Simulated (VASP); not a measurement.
# GaN (P6_3mc) in VASP: a series of runs

The runs below take GaN through single point, relaxation of cell and atoms, with LDA.

All numbers are computed with VASP 6.6.1; they aren't measurements. Logs are shortened: lines on timing, memory, paths and dates and some standing lists are left out, and cuts for length are marked.

### 1 The cell of the first run

It takes space group P6_3mc (No. 186, hexagonal). Conventional cell: a = 3.152 Å, b = 3.152 Å, c = 5.138 Å, α = 90.00°, β = 90.00°, γ = 120.00°. Ga (site symmetry 3m) has 4 N at 1.93 Å within 2.6 Å. N (site symmetry 3m) has 4 Ga at 1.93 Å within 2.6 Å.

### 2 Single point, LDA

The input, INCAR:

```
PREC     = Accurate       # precision mode
ENCUT    = 520            # plane-wave cutoff, eV
EDIFF    = 1E-7           # SCF threshold, eV
ISMEAR   = 0              # smearing method
SIGMA    = 0.02           # smearing width, eV
LREAL    = F              # projectors in reciprocal space
LASPH    = T              # aspherical terms in the spheres
NELM     = 60             # most SCF steps
ALGO     = Normal         # electronic algorithm
ISIF     = 2              # what is computed and relaxed
LWAVE    = F              # write WAVECAR
LCHARG   = F              # write CHGCAR
NBANDS   = 26             # bands
```

The input, KPOINTS:

```
Automatic mesh
0
Gamma
  12 12 6
```

The input, POSCAR:

```
GaN
1.0
    3.1517989840      0.0000000000      0.0000000000
   -1.5758994920      2.7295379877      0.0000000000
    0.0000000000      0.0000000000      5.1384824105
Ga N
2 2
Direct
    0.6666666667      0.3333333333      0.4992976320
    0.3333333333      0.6666666667      0.9992976320
    0.6666666667      0.3333333333      0.8757023680
    0.3333333333      0.6666666667      0.3757023680
```

Potentials or basis: VASP PAW LDA potentials, release 64 (Ga_d, N).

On the command line:

```console
$ cat potpaw_LDA.64/Ga_d/POTCAR potpaw_LDA.64/N/POTCAR > POTCAR
$ mpirun -np 1 vasp_std > vasp.out
```

OUTCAR:

```text
PREC = Accurate
   ENCUT = 520
   EDIFF = 1E-7
   ISMEAR = 0
   LREAL = F
   LASPH = T
   NELM = 60
   ISIF = 2

 ion  position               nearest neighbor table
   1  0.667  0.333  0.499-   4 1.93   4 1.93   4 1.93   3 1.93
   2  0.333  0.667  0.999-   3 1.93   3 1.93   3 1.93   4 1.93
   3  0.667  0.333  0.876-   2 1.93   2 1.93   2 1.93   1 1.93
   4  0.333  0.667  0.376-   1 1.93   1 1.93   1 1.93   2 1.93

  LATTYP: Found a hexagonal cell.
 ALAT       =     3.1517989840
 C/A-ratio  =     1.6303331642

  Lattice vectors:

 A1 = (   3.1517989840,   0.0000000000,   0.0000000000)
 A2 = (  -1.5758994920,   2.7295379877,   0.0000000000)
 A3 = (   0.0000000000,   0.0000000000,   5.1384824105)

Analysis of symmetry for initial positions (statically):
=====================================================================
 Subroutine PRICEL returns:
 Original cell was already a primitive cell.

 Routine SETGRP: Setting up the symmetry group for a
 hexagonal supercell.

 Subroutine GETGRP returns: Found 12 space group operations
 (whereof  6 operations were pure point group operations)
 out of a pool of 24 trial point group operations.

The static configuration has the point symmetry C_3v.
 The point group associated with its full space group is C_6v.

Analysis of symmetry for dynamics (positions and initial velocities):
=====================================================================
 Subroutine PRICEL returns:
 Original cell was already a primitive cell.

 Routine SETGRP: Setting up the symmetry group for a
 hexagonal supercell.

 Subroutine GETGRP returns: Found 12 space group operations
 (whereof  6 operations were pure point group operations)
 out of a pool of 24 trial point group operations.

The dynamic configuration has the point symmetry C_3v.
 The point group associated with its full space group is C_6v.

 Subroutine INISYM returns: Found 12 space group operations
 (whereof  6 operations are pure point group operations),
 and found     1 'primitive' translations

----------------------------------------------------------------------------------------

                                     Primitive cell
[... 89 lines left out ...]
   ISPIN  =      1    spin polarized calculation?
   LNONCOLLINEAR =      F non collinear calculations
   LSORBIT =      F    spin-orbit coupling
   LASPH  =      T    aspherical Exc in radial PAW
   ENCUT  =  520.0 eV  38.22 Ry    6.18 a.u.   5.86  5.86  9.55*2*pi/ulx,y,z
   NELM   =     60;   NELMIN=  2; NELMDL= -5     # of ELM steps
   EDIFF  = 0.1E-06   stopping-criterion for ELM
   LREAL  =      F    real-space projection
   EDIFFG = 0.1E-05   stopping-criterion for IOM
   NSW    =      0    number of steps for IOM
   IBRION =     -1    ionic relax: 0-MD 1-quasi-New 2-CG
   NFREE  =      0    steps in history (QN), initial steepest desc. (CG)
   ISIF   =      2    stress and relaxation
   ISYM   =      2    0-nonsym 1-usesym 2-fastsym
   POTIM  = 0.5000    time-step for ionic-motion
   TEBEG  =    0.0;   TEEND  =   0.0 temperature during run
   PSTRESS=    0.0 pullay stress
   NELECT =      36.0000    total number of electrons
   NUPDOWN=      -1.0000    fix difference up-down
   EMIN   =  10.00;   EMAX   =-10.00  energy-range for DOS
   EFERMI =   0.00;   METHOD = LEGACY
   ISMEAR =     0;   SIGMA  =   0.02  broadening in eV -4-tet -1-fermi 0-gaus
   EFERMI_NEDOS =   21; number of points for ismear=-14 and -15
   IALGO  =     38    algorithm
   IMIX   =      4    mixing-type and parameters
     AMIX     =   0.40;   BMIX     =  1.00
     AMIX_MAG =   1.60;   BMIX_MAG =  1.00
  volume/ion in A,a.u.               =      11.05        74.58
  Fermi-wavevector in a.u.,A,eV,Ry     =   1.528791  2.888996 31.799568  2.337202
  Thomas-Fermi vector in A             =   2.636501
   LORBIT       =      0    0 simple, 1 ext, 2 COOP (PROOUT), +10 PAW based schemes
   GGA     = CA    functional components
   LHFCALC =     F    Hartree Fock is set to
   AEXX    =    0.0000 exact exchange contribution
   IVDW    =     0    specifies the selected vdW correction
   LEPSILON=     F    determine dielectric tensor
   LRPA    =     F    only Hartree local field effects (RPA)
 non-spin polarized calculation
 Gauss-broadening in eV      SIGMA  =   0.02
  energy-cutoff  :      520.00
  volume of cell :       44.21
 maximum number of plane-waves:      1204
 NGX is ok and might be reduce to    24
   NGX = 11   NGY = 11   NGZ = 19

 number of electron      36.0000031 magnetization

 Free energy of the ion-electron system (eV)
  ---------------------------------------------------
  ext. energy  EPLUGINS =         0.00000000
  ---------------------------------------------------
  free energy    TOTEN  =       -27.90986864 eV

  energy without entropy =      -27.90986864  energy(sigma->0) =      -27.90986864

 E-fermi :   5.5208     XC(G=0): -12.2986

 val. band max:        5.4408195142   @ k =   0.0000   0.0000   0.0000
 cond. band min:       7.5860157855   @ k =   0.0000   0.0000   0.0000
 fundamental gap:      2.1451962714
 Fermi energy:         5.5208358340

 k-point     1 :       0.0000    0.0000    0.0000
  band No.  band energies     occupation
      1     -10.7019      2.00000
      2      -9.7205      2.00000
      3      -8.1465      2.00000
      4      -8.1291      2.00000
      5      -8.1291      2.00000
      6      -8.0621      2.00000
[... 685 lines left out ...]
     25      16.8043      0.00000
     26      18.6840      0.00000

 [... further k-points ...]

------------------------ aborting loop because EDIFF is reached ----------------------------------------

  FORCE on cell =-STRESS in cart. coord.  units (eV):
  Direction    XX          YY          ZZ          XY          YZ          ZX
  --------------------------------------------------------------------------------------
  -------------------------------------------------------------------------------------
  Total        0.3095483      0.3095483      0.3045524      0.0000000      0.0000000      0.0000000
  in kB       11.2190595     11.2190595     11.0379926      0.0000000      0.0000000      0.0000000
  external PRESSURE =      11.1587039 kB  Pullay stress =       0.0000000 kB

 VOLUME and BASIS-vectors are now :
 -----------------------------------------------------------------------------
  energy-cutoff  :      520.00
  volume of cell :       44.21
      direct lattice vectors                 reciprocal lattice vectors
     3.151798984  0.000000000  0.000000000     0.317279117  0.183181184  0.000000000
    -1.575899492  2.729537988  0.000000000     0.000000000  0.366362368  0.000000000
     0.000000000  0.000000000  5.138482410     0.000000000  0.000000000  0.194609988

 POSITION                                       TOTAL-FORCE (eV/Angst)
 -----------------------------------------------------------------------------------
      1.57590      0.90985      2.56563         0.000000     -0.000000      0.001609
     -0.00000      1.81969      5.13487        -0.000000     -0.000000      0.001609
      1.57590      0.90985      4.49978        -0.000000      0.000000     -0.001609
     -0.00000      1.81969      1.93054         0.000000      0.000000     -0.001609
 -----------------------------------------------------------------------------------
    total drift:                               -0.000001     -0.000001      0.000792

  FREE ENERGIE OF THE ION-ELECTRON SYSTEM (eV)
  ---------------------------------------------------
  free  energy   TOTEN  =       -27.9098686379 eV

  energy  without entropy=      -27.9098686379  energy(sigma->0) =      -27.90986864
```

stdout:

```text
POSCAR found type information on POSCAR GaN
 POSCAR found :  2 types and       4 ions
 scaLAPACK will be used
 LDA part: xc-table for (Slater(with rela. corr.)+CA(PZ))
 , standard interpolation
 POSCAR, INCAR and KPOINTS ok, starting setup
 FFT: planning ... GRIDC
 FFT: planning ... GRID_SOFT
 FFT: planning ... GRID
 WAVECAR not read
 entering main loop
```

Wall time 68 s (1 thread of Intel Xeon Platinum 8488C (Sapphire Rapids), shared host); peak memory 0.19 GiB.

Results:

```yaml
Free_energy: -27.9099 eV
Pressure: 1.1 GPa
Band_gap_on_the_k_mesh: 2.15 eV
```

### 3 Single point, LDA

The input, INCAR:

```
SYSTEM = GaN
ALGO = Normal
EDIFF = 1E-6
ENCUT = 520
ISIF = 2
ISMEAR = 0
LASPH = .True.
LCHARG = .True.
LELF = .True.
LREAL = .False.
LVHAR = .True.
LWAVE = .False.
NBANDS = 26
NELM = 80
PREC = Accurate
SIGMA = 0.02
```

The input, KPOINTS:

```
k-points
0
Gamma
  12 12 6
  0 0 0
```

POSCAR is that of step 2.

Potentials or basis: VASP PAW LDA potentials, release 64 (Ga_d, N).

On the command line:

```console
$ cat potpaw_LDA.64/Ga_d/POTCAR potpaw_LDA.64/N/POTCAR > POTCAR
$ mpirun -np 1 vasp_std > vasp.out
```

It took 85 s on 1 thread of Intel Xeon Platinum 8488C (Sapphire Rapids), shared host; peak memory 0.19 GiB.

It converged, with:

```
Free energy            : -27.9099 eV
Pressure               : 1.1 GPa
Band gap on the k mesh : 2.15 eV
```

Levels at points of the mesh, in eV from the valence-band top:
| k point | band 15 | band 16 | band 17 | band 18 | band 19 | band 20 | band 21 | band 22 |
| --- | --- | --- | --- | --- | --- | --- | --- | --- |
| (0.00, 0.00, 0.00) | -1.08 | -0.05 | 0.00 | 0.00 | 2.15 | 4.38 | 9.22 | 9.90 |
| (0.50, 0.00, 0.00) | -4.41 | -2.88 | -2.34 | -1.05 | 5.00 | 5.66 | 5.99 | 8.72 |
| (0.00, 0.00, 0.50) | -0.56 | -0.56 | -0.56 | -0.56 | 4.41 | 4.41 | 8.47 | 8.47 |
| (0.50, 0.00, 0.50) | -2.04 | -2.04 | -1.99 | -1.99 | 4.39 | 4.39 | 7.81 | 7.81 |

### 4 Relaxation of cell and atoms, LDA

This run uses another cell than the first one, of 11.43 Å³/atom.

The input, INCAR:

```
SYSTEM = GaN
ALGO = Normal
EDIFF = 1E-6
EDIFFG = -0.005
ENCUT = 600
IBRION = 2
ISIF = 3
ISMEAR = 0
LASPH = .TRUE.
LCHARG = .FALSE.
LREAL = .FALSE.
LWAVE = .FALSE.
NELM = 60
NSW = 100
PREC = Accurate
SIGMA = 0.02
```

The input, KPOINTS:

```
k-points
0
G
  12 12 6
  0 0 0
```

The input, POSCAR:

```
GaN
1.0
    3.1889304000      0.0000000000      0.0000000000
   -1.5944652000      2.7616947400      0.0000000000
    0.0000000000      0.0000000000      5.1923572500
Ga N
2 2
Direct
    0.6666666700      0.3333333300      0.4990837100
    0.3333333300      0.6666666700      0.9990837100
    0.6666666700      0.3333333300      0.8759162900
    0.3333333300      0.6666666700      0.3759162900
```

On the command line:

```console
$ cat potpaw_LDA.64/Ga_d/POTCAR potpaw_LDA.64/N/POTCAR > POTCAR
$ mpirun -np 1 vasp_std > vasp.out
```

It took 5.1 min on 1 thread of Intel Xeon Platinum 8488C (Sapphire Rapids), shared host; peak memory 0.22 GiB.

Results (log left out):

```
Free energy                           : -27.9130 eV
Relaxed volume                        : 11.11 Å³/atom
Relaxed cell                          : a = 3.158 Å, b = 3.158 Å, c = 5.147 Å, α = 90.00°, β = 90.00°, γ = 120.00°
Space group after relaxing (to 0.1 Å) : P6_3mc (No. 186)
Energy gained by relaxing             : 5.8 meV/atom
Ionic steps                           : 8
Pressure after relaxing               : 0.0 GPa
Band gap on the k mesh                : 2.11 eV
```

Forces on the atoms (eV/Å):
```
Ga   0.000  0.000  0.003
Ga   0.000  0.000  0.003
N    0.000  0.000 -0.003
N    0.000  0.000 -0.003
```

The path:
```
step  energy change (eV)  largest force (eV/Å)  pressure (GPa)  volume (Å³)
   1              0.0000                0.0078           -5.49        45.73
   2             -0.0001                0.0223            6.01        43.18
   3             -0.0230                0.0142            0.06        44.43
   4             -0.0230                0.0142           -0.53        44.46
   5             -0.0230                0.0021           -0.06        44.44
   6             -0.0230                0.0014            0.03        44.43
   7             -0.0230                0.0066           -0.20        44.44
   8             -0.0230                0.0027            0.00        44.44
```

Final structure:
```
Ga N
1.0
     3.15752    0.00000    0.00000
    -1.57876    2.73449    0.00000
     0.00000    0.00000    5.14656
Ga N
2 2
Cartesian
  1.5788 0.9115 2.5695
  0.0000 1.8230 5.1427
  1.5788 0.9115 4.5071
  0.0000 1.8230 1.9338
```

Levels at points of the mesh, in eV from the valence-band top:
| k point | band 14 | band 15 | band 16 | band 17 | band 18 | band 19 | band 20 | band 21 | band 22 |
| --- | --- | --- | --- | --- | --- | --- | --- | --- | --- |
| (0.00, 0.00, 0.00) | -1.08 | -1.08 | -0.05 | 0.00 | 0.00 | 2.11 | 4.35 | 9.19 | 9.87 |
| (0.50, 0.00, 0.00) | -5.44 | -4.38 | -2.87 | -2.33 | -1.04 | 4.99 | 5.64 | 5.98 | 8.68 |
| (0.00, 0.00, 0.50) | -3.91 | -0.55 | -0.55 | -0.55 | -0.55 | 4.37 | 4.37 | 8.44 | 8.44 |
| (0.50, 0.00, 0.50) | -6.83 | -2.03 | -2.03 | -1.98 | -1.98 | 4.37 | 4.37 | 7.78 | 7.78 |
